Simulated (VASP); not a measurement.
# Ru (P6_3/mmc) in VASP: further runs, part 2 of 2

VASP 6.6.1. Earlier steps stand in the parts before.

## (3) Single point, PBE (15.50 Å³/atom)

This run uses another cell than the first one, of 15.50 Å³/atom.

File INCAR:

```
PREC     = Accurate       # precision mode
ENCUT    = 520            # plane-wave cutoff, eV
EDIFF    = 1E-6           # SCF threshold, eV
ISMEAR   = -1             # smearing method
SIGMA    = 0.1            # smearing width, eV
LREAL    = F              # projectors in reciprocal space
LASPH    = T              # aspherical terms in the spheres
NELM     = 80             # most SCF steps
ALGO     = Normal         # electronic algorithm
ISIF     = 2              # what is computed and relaxed
LWAVE    = F              # write WAVECAR
LCHARG   = F              # write CHGCAR
GGA      = PE             # functional
NBANDS   = 36             # bands
```

File KPOINTS:

```
regular mesh
0
Gamma
  15 15 4
```

File POSCAR:

```
Ru
1.0
    2.8144294481      0.0000000000      0.0000000000
   -1.4072147240      2.4373673992      0.0000000000
    0.0000000000      0.0000000000      9.0356960945
Ru
4
Direct
    1.0000000000      1.0000000000      0.0000000000
    1.0000000000      1.0000000000      0.5000000000
    0.3333333333      0.6666666667      0.2500000000
    0.6666666667      0.3333333333      0.7500000000
```

Potentials or basis: VASP PAW PBE potentials, release 64 (Ru_pv).

Started as:

```bash
$ cat potpaw_PBE.64/Ru_pv/POTCAR > POTCAR
$ mpirun -np 1 vasp_std > vasp.out
```

OUTCAR:

```text
PREC = Accurate
   ENCUT = 520
   EDIFF = 1E-6
   ISMEAR = -1
   LREAL = F
   LASPH = T
   NELM = 80
   ISIF = 2
   GGA = PE

 ion  position               nearest neighbor table
   1  0.000  0.000  0.000-   3 2.78   4 2.78   3 2.78   4 2.78   4 2.78   3 2.78
   2  0.000  0.000  0.500-   3 2.78   4 2.78   3 2.78   4 2.78   4 2.78   3 2.78
   3  0.333  0.667  0.250-   1 2.78   2 2.78   1 2.78   2 2.78   1 2.78   2 2.78
   4  0.667  0.333  0.750-   1 2.78   2 2.78   1 2.78   2 2.78   1 2.78   2 2.78

  LATTYP: Found a hexagonal cell.
 ALAT       =     2.8144294481
 C/A-ratio  =     3.2104894655

  Lattice vectors:

 A1 = (   2.8144294481,   0.0000000000,   0.0000000000)
 A2 = (  -1.4072147240,   2.4373673992,   0.0000000000)
 A3 = (   0.0000000000,   0.0000000000,   9.0356960945)

Analysis of symmetry for initial positions (statically):
=====================================================================
 Subroutine PRICEL returns:
 Original cell was already a primitive cell.

 Routine SETGRP: Setting up the symmetry group for a
 hexagonal supercell.

 Subroutine GETGRP returns: Found 24 space group operations
 (whereof 12 operations were pure point group operations)
 out of a pool of 24 trial point group operations.

The static configuration has the point symmetry D_3d.
 The point group associated with its full space group is D_6h.

Analysis of symmetry for dynamics (positions and initial velocities):
=====================================================================
 Subroutine PRICEL returns:
 Original cell was already a primitive cell.

 Routine SETGRP: Setting up the symmetry group for a
 hexagonal supercell.

 Subroutine GETGRP returns: Found 24 space group operations
 (whereof 12 operations were pure point group operations)
 out of a pool of 24 trial point group operations.

The dynamic configuration has the point symmetry D_3d.
[... 116 lines left out ...]
   NUPDOWN=      -1.0000    fix difference up-down
   EMIN   =  10.00;   EMAX   =-10.00  energy-range for DOS
   EFERMI =   0.00;   METHOD = LEGACY
   ISMEAR =    -1;   SIGMA  =   0.10  broadening in eV -4-tet -1-fermi 0-gaus
   EFERMI_NEDOS =   21; number of points for ismear=-14 and -15
   IALGO  =     38    algorithm
   IMIX   =      4    mixing-type and parameters
     AMIX     =   0.40;   BMIX     =  1.00
     AMIX_MAG =   1.60;   BMIX_MAG =  1.00
  volume/ion in A,a.u.               =      15.50       104.57
  Fermi-wavevector in a.u.,A,eV,Ry     =   1.582632  2.990740 34.078825  2.504723
  Thomas-Fermi vector in A             =   2.682525
   LORBIT       =      0    0 simple, 1 ext, 2 COOP (PROOUT), +10 PAW based schemes
   GGA     = PE    functional components
   LHFCALC =     F    Hartree Fock is set to
   AEXX    =    0.0000 exact exchange contribution
   IVDW    =     0    specifies the selected vdW correction
   LEPSILON=     F    determine dielectric tensor
   LRPA    =     F    only Hartree local field effects (RPA)
 non-spin polarized calculation
  energy-cutoff  :      520.00
  volume of cell :       61.98
 maximum number of plane-waves:      1686
 NGX is ok and might be reduce to    24
   NGX = 11   NGY = 11   NGZ = 33

 number of electron      55.9999994 magnetization

 Free energy of the ion-electron system (eV)
  ---------------------------------------------------
  ext. energy  EPLUGINS =         0.00000000
  ---------------------------------------------------
  free energy    TOTEN  =       -36.07988477 eV

  energy without entropy =      -35.91020422  energy(sigma->0) =      -35.99504449

 E-fermi :  10.5572     XC(G=0): -13.3120

 val. band max:       10.5454508409   @ k =   0.2667   0.0000   0.5000
 cond. band min:      10.5599658677   @ k =   0.3333   0.2000   0.5000
 fundamental gap:      0.0145150268
 Fermi energy:        10.5572470084

 k-point     1 :       0.0000    0.0000    0.0000
  band No.  band energies     occupation
      1     -32.6012      2.00000
      2     -32.2754      2.00000
      3     -32.2295      2.00000
      4     -32.0123      2.00000
      5     -32.0123      2.00000
      6     -31.9690      2.00000
[... 925 lines left out ...]
     35      16.3150      0.00000
     36      16.6918      0.00000

 [... further k-points ...]
[... 5 lines left out ...]
  --------------------------------------------------------------------------------------
  -------------------------------------------------------------------------------------
  Total      -10.2183662    -10.2183662    -10.2656139     -0.0000000      0.0000000     -0.0000000
  in kB     -264.1308117   -264.1308117   -265.3520992     -0.0000000      0.0000000     -0.0000000
  external PRESSURE =    -264.5379076 kB  Pullay stress =       0.0000000 kB

 VOLUME and BASIS-vectors are now :
 -----------------------------------------------------------------------------
  energy-cutoff  :      520.00
  volume of cell :       61.98
      direct lattice vectors                 reciprocal lattice vectors
     2.814429448  0.000000000  0.000000000     0.355311802  0.205139365  0.000000000
    -1.407214724  2.437367399  0.000000000     0.000000000  0.410278730  0.000000000
     0.000000000  0.000000000  9.035696095     0.000000000  0.000000000  0.110672160

 POSITION                                       TOTAL-FORCE (eV/Angst)
 -----------------------------------------------------------------------------------
      0.00000      0.00000      0.00000        -0.000000     -0.000000     -0.000000
      0.00000      0.00000      4.51785        -0.000000     -0.000000     -0.000000
     -0.00000      1.62491      2.25892         0.000000     -0.000000      0.000000
      1.40721      0.81246      6.77677        -0.000000      0.000000     -0.000000
 -----------------------------------------------------------------------------------
    total drift:                               -0.000000      0.000000      0.000000

  FREE ENERGIE OF THE ION-ELECTRON SYSTEM (eV)
  ---------------------------------------------------
  free  energy   TOTEN  =       -36.0798847677 eV

  energy  without entropy=      -35.9102042202  energy(sigma->0) =      -35.99504449
```

OSZICAR:

```text
N       E                     dE             d eps       ncg     rms          rms(c)
DAV:   1     0.664295802407E+03    0.66430E+03   -0.33721E+04  5864   0.168E+03
DAV:   2    -0.181891759010E+02   -0.68248E+03   -0.66579E+03  6112   0.525E+02
DAV:   3    -0.386060299043E+02   -0.20417E+02   -0.19488E+02  6340   0.947E+01
DAV:   4    -0.389330363476E+02   -0.32701E+00   -0.32558E+00  6652   0.102E+01
DAV:   5    -0.389402825844E+02   -0.72462E-02   -0.72457E-02  6596   0.144E+00    0.186E+01
DAV:   6    -0.361983750086E+02    0.27419E+01   -0.86829E+00  5892   0.208E+01    0.365E+00
DAV:   7    -0.361165752471E+02    0.81800E-01   -0.46879E-01  6128   0.492E+00    0.187E+00
DAV:   8    -0.360930139057E+02    0.23561E-01   -0.16766E-01  6020   0.364E+00    0.116E+00
DAV:   9    -0.360797689980E+02    0.13245E-01   -0.21275E-02  6056   0.132E+00    0.191E-01
DAV:  10    -0.360798825422E+02   -0.11354E-03   -0.18244E-03  7064   0.363E-01    0.521E-02
DAV:  11    -0.360798840810E+02   -0.15388E-05   -0.57850E-05  7232   0.550E-02    0.323E-02
DAV:  12    -0.360798847677E+02   -0.68667E-06   -0.73849E-06  5908   0.254E-02
   1 F= -.36079885E+02 E0= -.35995044E+02  d E =-.169681E+00
```

stdout:

```text
POSCAR found type information on POSCAR Ru
 POSCAR found :  1 types and       4 ions
 scaLAPACK will be used
 LDA part: xc-table for (Slater+PW92), standard interpolation
 POSCAR, INCAR and KPOINTS ok, starting setup
 FFT: planning ... GRIDC
 FFT: planning ... GRID_SOFT
 FFT: planning ... GRID
 WAVECAR not read
 entering main loop
```

Wall time 3 min (1 thread of Intel Xeon 8259CL, shared host); peak memory 0.27 GiB.

Results:

```
Free energy            : -36.0799 eV
Pressure               : -26.5 GPa
Band gap on the k mesh : zero (bands 28 and 29 overlap by 2.25 eV)
```

Levels at points of the mesh, in eV from the Fermi level:
```
           k point  band 25  band 26  band 27  band 28  band 29  band 30  band 31  band 32
(0.00, 0.00, 0.00)    -1.83    -1.75    -1.75    -0.67    -0.67    -0.08    -0.08     0.45
(0.00, 0.00, 0.50)    -1.99    -1.99    -0.59    -0.59    -0.34    -0.34    -0.34    -0.34
```

Caveat: the cell stands under tension.

## (4) Single point, PBE

This run uses another cell than the first one, of 13.84 Å³/atom.

File INCAR:

```
  PREC = Accurate
  ENCUT = 520
  EDIFF = 1E-6
  ISMEAR = -1
  SIGMA = 0.1
  LREAL = F
  LASPH = T
  NELM = 100
  ALGO = Normal
  ISIF = 2
  LWAVE = F
  LCHARG = T
  GGA = PE
  LELF = T
  LVHAR = T
  NBANDS = 36
```

File KPOINTS:

```
Automatic mesh
0
Gamma
  18 18 5
```

File POSCAR:

```
Ru
1.0
    2.7100940250      0.0000000000      0.0000000000
   -1.3550470125      2.3470102723      0.0000000000
    0.0000000000      0.0000000000      8.7007283179
Ru
4
Direct
    1.0000000000      1.0000000000      0.0000000000
    1.0000000000      1.0000000000      0.5000000000
    0.3333333333      0.6666666667      0.2500000000
    0.6666666667      0.3333333333      0.7500000000
```

Started as:

```bash
$ cat potpaw_PBE.64/Ru_pv/POTCAR > POTCAR
$ mpirun -np 1 vasp_std > vasp.out
```

Run time: 4.1 min. Hardware: 1 thread of Intel Xeon 8259CL, shared host; peak memory 0.28 GiB.

Results (log left out):

- Free energy: -36.6890 eV
- Pressure: -0.2 GPa
- Band gap on the k mesh: zero (bands 28 and 29 overlap by 2.86 eV)

Stress tensor (GPa, compression positive):
```
-0.50  0.00  0.00
 0.00 -0.50  0.00
 0.00  0.00  0.37
```

Levels at points of the mesh, in eV from the Fermi level:
```csv
k point,band 24,band 25,band 26,band 27,band 28,band 29,band 30,band 31,band 32,band 33
"(0.00, 0.00, 0.00)",-2.16,-2.16,-2.06,-2.06,-0.79,-0.79,-0.08,-0.08,0.57,0.57
"(0.50, 0.00, 0.00)",-0.96,-0.89,1.53,1.53,1.55,1.69,1.70,1.89,1.98,2.02
```

## (5) Relaxation of cell and atoms, PBE

This run uses another cell than the first one, of 13.55 Å³/atom.

File INCAR:

```
SYSTEM = Ru
PREC = Accurate
ENCUT = 600
EDIFF = 1E-7
ISMEAR = -1
SIGMA = 0.1
LREAL = .FALSE.
LASPH = .TRUE.
NELM = 60
ALGO = Normal
ISIF = 3
LWAVE = .FALSE.
LCHARG = .FALSE.
GGA = PE
IBRION = 2
NSW = 80
EDIFFG = -0.01
```

File KPOINTS:

```
regular mesh
0
G
  13 13 4
  0 0 0
```

File POSCAR:

```
Ru
1.0
    2.6763033576      0.0000000000      0.0000000000
   -1.3381516788      2.3177466960      0.0000000000
    0.0000000000      0.0000000000      8.7408067661
Ru
4
Direct
    0.0000000000      0.0000000000      0.0000000000
    0.0000000000      0.0000000000      0.5000000000
    0.3333333333      0.6666666667      0.2500000000
    0.6666666667      0.3333333333      0.7500000000
```

Started as:

```bash
$ cat potpaw_PBE.64/Ru_pv/POTCAR > POTCAR
$ mpirun -np 1 vasp_std > vasp.out
```

It took 15 min on 1 thread of Intel Xeon 8259CL, shared host; peak memory 0.27 GiB.

The run converged. Its results:

| Quantity | Value |
| --- | --- |
| Free energy | -36.6738 eV |
| Relaxed volume | 13.83 Å³/atom |
| Relaxed cell | a = 2.709 Å, b = 2.709 Å, c = 8.700 Å, α = 90.00°, β = 90.00°, γ = 120.00° |
| Space group after relaxing (to 0.1 Å) | P6_3/mmc (No. 194) |
| Energy gained by relaxing | 9.0 meV/atom |
| Ionic steps | 6 |
| Pressure after relaxing | 0.0 GPa |
| Band gap on the k mesh | zero (bands 28 and 29 overlap by 2.77 eV) |

Step by step:
| step | energy change (eV) | largest force (eV/Å) | pressure (GPa) | volume (Å³) |
| --- | --- | --- | --- | --- |
| 1 | 0.0000 | 0.0000 | 6.45 | 54.22 |
| 2 | 0.1376 | 0.0000 | -15.23 | 58.60 |
| 3 | -0.0326 | 0.0000 | -1.09 | 55.51 |
| 4 | -0.0326 | 0.0000 | -0.93 | 55.48 |
| 5 | -0.0338 | 0.0000 | 0.85 | 55.17 |
| 6 | -0.0362 | 0.0000 | 0.03 | 55.31 |

Final structure:
```xyz
4
Lattice="2.7094 0.0000 0.0000 -1.3547 2.3464 0.0000 0.0000 0.0000 8.6997" Properties=species:S:1:pos:R:3 pbc="T T T"
Ru    0.0000    0.0000    0.0000
Ru    0.0000    0.0000    4.3499
Ru    0.0000    1.5643    2.1749
Ru    1.3547    0.7821    6.5248
```

Levels at points of the mesh, in eV from the Fermi level:
| k point | band 24 | band 25 | band 26 | band 27 | band 28 | band 29 | band 30 | band 31 | band 32 | band 33 |
| --- | --- | --- | --- | --- | --- | --- | --- | --- | --- | --- |
| (0.00, 0.00, 0.00) | -2.18 | -2.18 | -2.08 | -2.08 | -0.80 | -0.80 | -0.10 | -0.10 | 0.55 | 0.55 |
| (0.00, 0.00, 0.50) | -2.37 | -2.37 | -2.37 | -0.65 | -0.65 | -0.40 | -0.40 | -0.40 | -0.40 | 1.05 |

## (6) Single point, PBE, collinear spin, ferromagnetic start (14.38 Å³/atom)

This run uses another cell than the first one, of 14.38 Å³/atom.

File INCAR:

```
  ALGO = Normal
  EDIFF = 1E-6
  ENCUT = 520
  GGA = PE
  ISIF = 2
  ISMEAR = -1
  ISPIN = 2
  LASPH = T
  LCHARG = F
  LMAXMIX = 4
  LORBIT = 11
  LREAL = F
  LWAVE = F
  MAGMOM = 1 1 1 1
  NBANDS = 40
  NELM = 150
  PREC = Accurate
  SIGMA = 0.05
```

File KPOINTS:

```
k-points
0
Gamma
  18 18 5
```

File POSCAR:

```
Ru
1.0
    2.7453662026      0.0000000000      0.0000000000
   -1.3726831013      2.3775568741      0.0000000000
    0.0000000000      0.0000000000      8.8103333008
Ru
4
Direct
    1.0000000000      0.0000000000      0.0000000000
    1.0000000000      0.0000000000      0.5000000000
    0.3333333333      0.6666666667      0.2500000000
    0.6666666667      0.3333333333      0.7500000000
```

Potentials or basis: VASP PAW PBE potentials, release 64 (Ru_pv).

Started as:

```bash
$ cat potpaw_PBE.64/Ru_pv/POTCAR > POTCAR
$ mpirun -np 1 vasp_std > vasp.out
```

It took 9.6 min on 1 thread of Oxide Virtual Turin-like, shared host; peak memory 0.39 GiB.

The run converged. Its results:

```yaml
Free_energy: -36.5560 eV
Pressure: -11.2 GPa
Band_gap_on_the_k_mesh: zero (filled and empty bands overlap)
Net_moment: 0.00 μB per cell
Valence_electrons_inside_the_program's_atomic_spheres: Ru 12.55, 12.56 (each value once)
```

Stress tensor (GPa, compression positive):
```
-11.45   0.00   0.00
  0.00 -11.45   0.00
  0.00   0.00 -10.59
```

Levels at points of the mesh, in eV from the Fermi level:
Spin up:
| k point | band 24 | band 25 | band 26 | band 27 | band 28 | band 29 | band 30 | band 31 | band 32 | band 33 |
| --- | --- | --- | --- | --- | --- | --- | --- | --- | --- | --- |
| (0.00, 0.00, 0.00) | -2.02 | -2.02 | -1.94 | -1.94 | -0.73 | -0.73 | -0.07 | -0.07 | 0.54 | 0.54 |
| (0.50, 0.00, 0.00) | -0.89 | -0.83 | 1.44 | 1.46 | 1.50 | 1.60 | 1.60 | 1.78 | 1.86 | 1.91 |
Spin down:
```csv
k point,band 25,band 26,band 27,band 28,band 29,band 30,band 31,band 32
"(0.00, 0.00, 0.00)",-2.02,-1.94,-1.94,-0.73,-0.73,-0.07,-0.07,0.54
"(0.50, 0.00, 0.00)",-0.83,1.44,1.46,1.50,1.60,1.60,1.78,1.86
```

Caveat: the cell stands under tension.

## (7) The runs side by side

```csv
task,spin,cell,k mesh,cutoff (eV),smearing,gap on the mesh (eV),pressure (GPa)
single point,off,"a = 2.781, b = 2.781, c = 8.927 Å, angles 90.0, 90.0, 120.0°, 4 atoms",15 × 15 × 4,520,fermi-dirac 0.1 eV,none,-19.7
single point,off,"a = 2.814, b = 2.814, c = 9.036 Å, angles 90.0, 90.0, 120.0°, 4 atoms",15 × 15 × 4,520,fermi-dirac 0.1 eV,none,-26.5
single point,off,"a = 2.710, b = 2.710, c = 8.701 Å, angles 90.0, 90.0, 120.0°, 4 atoms",18 × 18 × 5,520,fermi-dirac 0.1 eV,none,-0.2
relaxation of cell and atoms,off,"relaxed from a = 2.676, b = 2.676, c = 8.741 Å, angles 90.0, 90.0, 120.0°, 4 atoms",13 × 13 × 4,600,fermi-dirac 0.1 eV,none,0.0
single point,"collinear, ferromagnetic start","a = 2.745, b = 2.745, c = 8.810 Å, angles 90.0, 90.0, 120.0°, 4 atoms",18 × 18 × 5,520,fermi-dirac 0.05 eV,none,-11.2
```

Alike in all rows: level PBE; potentials or basis VASP PAW PBE potentials, release 64 (Ru_pv).

Caveats: the cell stands under tension (at least some runs).

Absolute energies hang on the potentials; compare differences alone.
